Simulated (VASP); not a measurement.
# Li2CaSc2 (P4/mmm) in VASP: single point with PBE

Aim: the single point of Li2CaSc2 with PBE.

Program: VASP 6.6.1. These are calculated values, not measurements. Logs are shortened: lines on timing, memory, paths and dates and some standing lists are left out, and cuts for length are marked.

**1. The cell of the first run**

It takes space group P4/mmm (No. 123, tetragonal). Conventional cell: a = 3.393 Å, b = 3.393 Å, c = 11.028 Å, α = 90.00°, β = 90.00°, γ = 90.00°. Li (site symmetry 4/mmm) has 4 Li at 2.40 Å within 3.2 Å. Within 3.2 Å of Li (site symmetry 4/mmm) lie 4 Li at 2.40 Å and 2 Sc at 2.79 Å. Ca (site symmetry 4/mmm) has 4 Ca at 3.39 Å and 8 Sc at 3.63 Å within 4.5 Å. Sc (site symmetry 4mm) has 5 Li at 2.79 to 3.68 Å and 4 Sc at 3.39 Å and 4 Ca at 3.63 Å within 3.7 Å.

The cell was built from a structure type or drawn by symmetry, and may not be a known phase.

**2. Single point, PBE, collinear spin**

Contents of INCAR:

```
PREC = Accurate ; ENCUT = 750
EDIFF = 1E-6 ; ISMEAR = 0
SIGMA = 0.1 ; LREAL = False
LASPH = True ; NELM = 200
ALGO = Normal ; ISIF = 2
LWAVE = False ; LCHARG = False
ISPIN = 2 ; MAGMOM = 0 0 0 0.36 0.36
LORBIT = 11 ; LMAXMIX = 4
GGA = PE ; NBANDS = 31
GGA_COMPAT = False ; KPAR = 4
```

Contents of KPOINTS:

```
Automatic mesh
0
Gamma
  12 12 4
```

Contents of POSCAR:

```
Li2CaSc2
1.0
    3.3925283479      0.0000000000      0.0000000000
    0.0000000000      3.3925283479      0.0000000000
    0.0000000000      0.0000000000     11.0275636801
Li Ca Sc
2 1 2
Direct
    0.5000000000      0.5000000000      0.0000000000
    0.0000000000      0.0000000000      0.0000000000
    0.5000000000      0.5000000000      0.5000000000
    0.0000000000      0.0000000000      0.2527366121
    0.0000000000      0.0000000000      0.7472633879
```

Potentials or basis: VASP PAW PBE potentials, release 64 (Li_sv, Ca_sv, Sc_sv).

Launch:

```bash
> cat potpaw_PBE.64/Li_sv/POTCAR potpaw_PBE.64/Ca_sv/POTCAR potpaw_PBE.64/Sc_sv/POTCAR > POTCAR
> mpirun -np 4 vasp_std > vasp.out
```

OUTCAR:

```text
PREC = Accurate
   ENCUT = 750
   EDIFF = 1E-6
   ISMEAR = 0
   LREAL = False
   LASPH = True
   NELM = 200
   ISIF = 2
   ISPIN = 2
   LORBIT = 11
   GGA = PE

 ion  position               nearest neighbor table
   1  0.500  0.500  0.000-   2 2.40   2 2.40   2 2.40   2 2.40
   2  0.000  0.000  0.000-   1 2.40   1 2.40   1 2.40   1 2.40   5 2.79   4 2.79
   3  0.500  0.500  0.500-
   4  0.000  0.000  0.253-   2 2.79
   5  0.000  0.000  0.747-   2 2.79

  LATTYP: Found a simple tetragonal cell.
 ALAT       =     3.3925283479
 C/A-ratio  =     3.2505442989

  Lattice vectors:

 A1 = (   3.3925283479,   0.0000000000,   0.0000000000)
 A2 = (   0.0000000000,   3.3925283479,   0.0000000000)
 A3 = (   0.0000000000,   0.0000000000,  11.0275636801)

Analysis of symmetry for initial positions (statically):
=====================================================================
 Subroutine PRICEL returns:
 Original cell was already a primitive cell.

 Routine SETGRP: Setting up the symmetry group for a
 simple tetragonal supercell.

 Subroutine GETGRP returns: Found 16 space group operations
 (whereof 16 operations were pure point group operations)
 out of a pool of 16 trial point group operations.

The static configuration has the point symmetry D_4h.

Analysis of symmetry for dynamics (positions and initial velocities):
=====================================================================
 Subroutine PRICEL returns:
 Original cell was already a primitive cell.

 Routine SETGRP: Setting up the symmetry group for a
 simple tetragonal supercell.

 Subroutine GETGRP returns: Found 16 space group operations
 (whereof 16 operations were pure point group operations)
 out of a pool of 16 trial point group operations.

The dynamic configuration has the point symmetry D_4h.

Analysis of structural, dynamic, and magnetic symmetry:
=====================================================================
 Subroutine PRICEL returns:
 Original cell was already a primitive cell.

 Routine SETGRP: Setting up the symmetry group for a
 simple tetragonal supercell.

 Subroutine GETGRP returns: Found 16 space group operations
 (whereof 16 operations were pure point group operations)
 out of a pool of 16 trial point group operations.

The overall configuration has the point symmetry D_4h.

 Subroutine INISYM returns: Found 16 space group operations
 (whereof 16 operations are pure point group operations),
 and found     1 'primitive' translations

----------------------------------------------------------------------------------------

                                     Primitive cell

  volume of cell :     126.9190

  direct lattice vectors                    reciprocal lattice vectors
     3.392528348  0.000000000  0.000000000     0.294765407  0.000000000  0.000000000
     0.000000000  3.392528348  0.000000000     0.000000000  0.294765407  0.000000000
     0.000000000  0.000000000 11.027563680     0.000000000  0.000000000  0.090681861

  length of vectors
     3.392528348  3.392528348 11.027563680     0.294765407  0.294765407  0.090681861

  position of ions in fractional coordinates (direct lattice)
     0.500000000  0.500000000  0.000000000
     0.000000000  0.000000000  0.000000000
     0.500000000  0.500000000  0.500000000
     0.000000000  0.000000000  0.252736612
     0.000000000  0.000000000  0.747263388

  ion indices of the primitive-cell ions
   primitive index   ion index
                 1           1
                 2           2
                 3           3
                 4           4
                 5           5

----------------------------------------------------------------------------------------

 KPOINTS: Automatic mesh

Automatic generation of k-mesh.
 Grid dimensions read from file:
 generate k-points for:   12   12    4

 Generating k-lattice:

  Cartesian coordinates                     Fractional coordinates (reciprocal lattice)
     0.024563784  0.000000000  0.000000000     0.083333333  0.000000000  0.000000000
     0.000000000  0.024563784  0.000000000     0.000000000  0.083333333  0.000000000
     0.000000000  0.000000000  0.022670465     0.000000000  0.000000000  0.250000000

  Length of vectors
     0.024563784  0.024563784  0.022670465

  Shift w.r.t. Gamma in fractional coordinates (k-lattice)
     0.000000000  0.000000000  0.000000000

 Subroutine IBZKPT returns following result:
 ===========================================

 Found     84 irreducible k-points:

 Following reciprocal coordinates:
            Coordinates               Weight
  0.000000  0.000000  0.000000      1.000000
  0.083333  0.000000  0.000000      4.000000
  0.166667  0.000000  0.000000      4.000000
  0.250000  0.000000  0.000000      4.000000
  0.333333  0.000000  0.000000      4.000000
  0.416667  0.000000  0.000000      4.000000
[... 16 lines left out ...]
  0.333333  0.333333  0.000000      4.000000
  0.416667  0.333333  0.000000      8.000000
 [... further k-points ...]
   k-points           NKPTS =     84   k-points in BZ     NKDIM =     84   number of bands    NBANDS=     31
   number of dos      NEDOS =    301   number of ions     NIONS =      5
   total plane-waves  NPLWV =  88200
   dimension x,y,z NGX =    30 NGY =   30 NGZ =   98
   dimension x,y,z NGXF=    60 NGYF=   60 NGZF=  196
   ions per type =               2   1   2
   NGX,Y,Z   is equivalent  to a cutoff of  14.70, 14.70, 14.77 a.u.
   NGXF,Y,Z  is equivalent  to a cutoff of  29.40, 29.40, 29.55 a.u.
 SYSTEM =  unknown system
   PREC   = accura    normal or accurate (medium, high low for compatibility)
   ISTART =      0    job   : 0-new  1-cont  2-samecut
   ICHARG =      2    charge: 1-file 2-atom 10-const
   ISPIN  =      2    spin polarized calculation?
   LNONCOLLINEAR =      F non collinear calculations
   LSORBIT =      F    spin-orbit coupling
   LASPH  =      T    aspherical Exc in radial PAW
   ENCUT  =  750.0 eV  55.12 Ry    7.42 a.u.   7.58  7.58 24.62*2*pi/ulx,y,z
   NELM   =    200;   NELMIN=  2; NELMDL= -5     # of ELM steps
   EDIFF  = 0.1E-05   stopping-criterion for ELM
   LREAL  =      F    real-space projection
   EDIFFG = 0.1E-04   stopping-criterion for IOM
   NSW    =      0    number of steps for IOM
   IBRION =     -1    ionic relax: 0-MD 1-quasi-New 2-CG
   NFREE  =      0    steps in history (QN), initial steepest desc. (CG)
   ISIF   =      2    stress and relaxation
   ISYM   =      2    0-nonsym 1-usesym 2-fastsym
   POTIM  = 0.5000    time-step for ionic-motion
   TEBEG  =    0.0;   TEEND  =   0.0 temperature during run
   PSTRESS=    0.0 pullay stress
   NELECT =      38.0000    total number of electrons
   NUPDOWN=      -1.0000    fix difference up-down
   EMIN   =  10.00;   EMAX   =-10.00  energy-range for DOS
   EFERMI =   0.00;   METHOD = LEGACY
   ISMEAR =     0;   SIGMA  =   0.10  broadening in eV -4-tet -1-fermi 0-gaus
   EFERMI_NEDOS =   21; number of points for ismear=-14 and -15
   IALGO  =     38    algorithm
   IMIX   =      4    mixing-type and parameters
     AMIX     =   0.40;   BMIX     =  1.00
     AMIX_MAG =   1.60;   BMIX_MAG =  1.00
  volume/ion in A,a.u.               =      25.38       171.30
  Fermi-wavevector in a.u.,A,eV,Ry     =   1.095201  2.069630 16.319716  1.199465
  Thomas-Fermi vector in A             =   2.231520
   LORBIT       =     11    0 simple, 1 ext, 2 COOP (PROOUT), +10 PAW based schemes
   GGA     = PE    functional components
   LHFCALC =     F    Hartree Fock is set to
   AEXX    =    0.0000 exact exchange contribution
   IVDW    =     0    specifies the selected vdW correction
   LEPSILON=     F    determine dielectric tensor
   LRPA    =     F    only Hartree local field effects (RPA)
 spin polarized calculation
 Gauss-broadening in eV      SIGMA  =   0.10
  energy-cutoff  :      750.00
  volume of cell :      126.92
 maximum number of plane-waves:      5952
   NGX = 15   NGY = 15   NGZ = 49

 number of electron      37.9999990 magnetization       1.6562563

 Free energy of the ion-electron system (eV)
  ---------------------------------------------------
  ext. energy  EPLUGINS =         0.00000000
  ---------------------------------------------------
  free energy    TOTEN  =       -16.30701498 eV

  energy without entropy =      -16.26367683  energy(sigma->0) =      -16.28534590

 E-fermi :   2.2614     XC(G=0):  -8.5241

 val. band max:        2.2610900451   @ k =   0.2500   0.0000   0.5000
 cond. band min:       2.2613818878   @ k =   0.0833   0.0000   0.2500
 fundamental gap:      0.0002918427
 Fermi energy:         2.2613748041

 spin component 1

 k-point     1 :       0.0000    0.0000    0.0000
  band No.  band energies     occupation
      1     -48.0456      1.00000
      2     -48.0455      1.00000
      3     -44.1374      1.00000
      4     -43.7510      1.00000
      5     -38.8132      1.00000
      6     -26.6731      1.00000
[... 23 lines left out ...]
     30       4.7793      0.00000
     31       6.7509      0.00000

 k-point     2 :       0.0833    0.0000    0.0000
  band No.  band energies     occupation
      1     -48.0448      1.00000
      2     -48.0447      1.00000
      3     -44.1364      1.00000
      4     -43.7518      1.00000
      5     -38.8113      1.00000
      6     -26.6721      1.00000
[... 23 lines left out ...]
     30       4.7440      0.00000
     31       6.7170      0.00000

 k-point     3 :       0.1667    0.0000    0.0000
  band No.  band energies     occupation
      1     -48.0426      1.00000
      2     -48.0426      1.00000
      3     -44.1336      1.00000
      4     -43.7540      1.00000
      5     -38.8060      1.00000
      6     -26.6694      1.00000
[... 703 lines left out ...]
     30       5.6197      0.00000
     31       5.6250      0.00000

 k-point    24 :       0.4167    0.3333    0.0000
  band No.  band energies     occupation
      1     -48.0260      1.00000
      2     -48.0259      1.00000
      3     -44.1207      1.00000
      4     -43.7616      1.00000
      5     -38.7653      1.00000
      6     -26.6909      1.00000
[... 23 lines left out ...]
     30       5.6054      0.00000
     31       5.9196      0.00000

 [... further k-points ...]

 spin component 2

 k-point     1 :       0.0000    0.0000    0.0000
  band No.  band energies     occupation
      1     -47.7389      1.00000
      2     -47.7389      1.00000
      3     -44.1191      1.00000
      4     -43.7434      1.00000
      5     -38.7598      1.00000
      6     -26.3618      1.00000
[... 23 lines left out ...]
     30       4.9790      0.00000
     31       6.8711      0.00000

 k-point     2 :       0.0833    0.0000    0.0000
  band No.  band energies     occupation
      1     -47.7381      1.00000
      2     -47.7381      1.00000
      3     -44.1181      1.00000
      4     -43.7443      1.00000
      5     -38.7579      1.00000
      6     -26.3608      1.00000
[... 23 lines left out ...]
     30       4.9572      0.00000
     31       6.8528      0.00000

 k-point     3 :       0.1667    0.0000    0.0000
  band No.  band energies     occupation
      1     -47.7361      1.00000
      2     -47.7360      1.00000
      3     -44.1152      1.00000
      4     -43.7465      1.00000
      5     -38.7526      1.00000
      6     -26.3582      1.00000
[... 703 lines left out ...]
     30       5.8240      0.00000
     31       5.8888      0.00000

 k-point    24 :       0.4167    0.3333    0.0000
  band No.  band energies     occupation
      1     -47.7197      1.00000
      2     -47.7197      1.00000
      3     -44.1019      1.00000
      4     -43.7545      1.00000
      5     -38.7121      1.00000
      6     -26.3768      1.00000
[... 23 lines left out ...]
     30       5.8221      0.00000
     31       6.1975      0.00000

 [... further k-points ...]

------------------------ aborting loop because EDIFF is reached ----------------------------------------

  FORCE on cell =-STRESS in cart. coord.  units (eV):
  Direction    XX          YY          ZZ          XY          YZ          ZX
  --------------------------------------------------------------------------------------
  -------------------------------------------------------------------------------------
  Total       -0.0055300     -0.0055300     -0.0144624      0.0000000      0.0000000      0.0000000
  in kB       -0.0698088     -0.0698088     -0.1825677      0.0000000      0.0000000      0.0000000
  external PRESSURE =      -0.1073951 kB  Pullay stress =       0.0000000 kB

 VOLUME and BASIS-vectors are now :
 -----------------------------------------------------------------------------
  energy-cutoff  :      750.00
  volume of cell :      126.92
      direct lattice vectors                 reciprocal lattice vectors
     3.392528348  0.000000000  0.000000000     0.294765407  0.000000000  0.000000000
     0.000000000  3.392528348  0.000000000     0.000000000  0.294765407  0.000000000
     0.000000000  0.000000000 11.027563680     0.000000000  0.000000000  0.090681861

 POSITION                                       TOTAL-FORCE (eV/Angst)
 -----------------------------------------------------------------------------------
      1.69626      1.69626      0.00000         0.000000      0.000000      0.000000
      0.00000      0.00000      0.00000         0.000000      0.000000      0.000000
      1.69626      1.69626      5.51378         0.000000      0.000000      0.000000
      0.00000      0.00000      2.78707         0.000000      0.000000     -0.004144
      0.00000      0.00000      8.24049         0.000000      0.000000      0.004144
 -----------------------------------------------------------------------------------
    total drift:                                0.000000      0.000000      0.000000

  FREE ENERGIE OF THE ION-ELECTRON SYSTEM (eV)
  ---------------------------------------------------
  free  energy   TOTEN  =       -16.3070149787 eV

  energy  without entropy=      -16.2636768307  energy(sigma->0) =      -16.28534590

 total charge

# of ion       s       p       d       tot
------------------------------------------
    1        2.040   0.062   0.000   2.102
    2        2.052   0.071   0.000   2.123
    3        2.085   5.841   0.232   8.158
    4        2.254   6.056   0.924   9.235
    5        2.254   6.056   0.924   9.235
--------------------------------------------------
tot         10.685  18.086   2.081  30.853

 magnetization (x)

# of ion       s       p       d       tot
------------------------------------------
    1       -0.001   0.007   0.000   0.006
    2        0.004   0.005   0.000   0.009
    3       -0.001   0.013   0.047   0.059
    4        0.007   0.029   0.335   0.371
    5        0.007   0.029   0.335   0.371
--------------------------------------------------
tot          0.016   0.083   0.717   0.816
```

Run time: 4.2 min. Hardware: 4 MPI ranks of Intel Xeon 6975P-C (Granite Rapids), shared host; peak memory 0.97 GiB.

What came out:

```yaml
Free_energy: -16.3070 eV
Pressure: 0.0 GPa
Largest_force: 0.004 eV/Å
Net_moment: 1.66 μB per cell
Site_moments: Li +0.01; Ca +0.06; Sc +0.37 μB
Valence_electrons_inside_the_program's_atomic_spheres: Li 2.10, 2.12; Ca 8.16; Sc 9.23
```

Forces on the atoms (eV/Å):
```
Li   0.000  0.000  0.000
Li   0.000  0.000  0.000
Ca   0.000  0.000  0.000
Sc   0.000  0.000 -0.004
Sc   0.000  0.000  0.004
```
